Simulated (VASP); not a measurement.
Input of a VASP 6.6.1 run:

The input INCAR:

```
SYSTEM = ZrSe2
ALGO = Normal
DIPOL = 0.5 0.5 0.500
EDIFF = 1E-6
ENCUT = 400
GGA = PE
GGA_COMPAT = .False.
IDIPOL = 3
ISIF = 2
ISMEAR = 0
IVDW = 12
LASPH = .True.
LCHARG = .True.
LDIPOL = .True.
LELF = .True.
LREAL = .False.
LVACPOTAV = .True.
LVHAR = .True.
LWAVE = .False.
NBANDS = 33
NELM = 120
NELMDL = -8
PREC = Accurate
SIGMA = 0.05
```

KPOINTS

```
k-points
0
Gamma
  9 9 1
  0 0 0
```

POSCAR

```
ZrSe2
1.0
    3.7979980580      0.0000000000      0.0000000000
   -1.8989990290      3.2891628017      0.0000000000
    0.0000000000      0.0000000000     27.2880001872
Se Zr
4 2
Direct
    0.6666666667      0.3333333333      0.3313981671
    0.3333333333      0.6666666667      0.4466832611
    0.6666666667      0.3333333333      0.5533166987
    0.3333333333      0.6666666667      0.6686020173
    0.0000000000      0.0000000000      0.3890757725
    0.0000000000      0.0000000000      0.6109240832
```

Potentials or basis: VASP PAW PBE potentials, release 64 (Se, Zr_sv).

Launch:

```bash
$ cat potpaw_PBE.64/Se/POTCAR potpaw_PBE.64/Zr_sv/POTCAR > POTCAR
$ mpirun -np 1 vasp_std > vasp.out
```

(1) What does it give for the dispersion energy per atom?

(2) What does it give for the largest force?

(3) What does it give for the band gap on the k mesh?

Answers

(1) -0.327 eV.

(2) 0.022 eV/Å.

(3) 0.47 eV (least direct gap 1.09 eV).
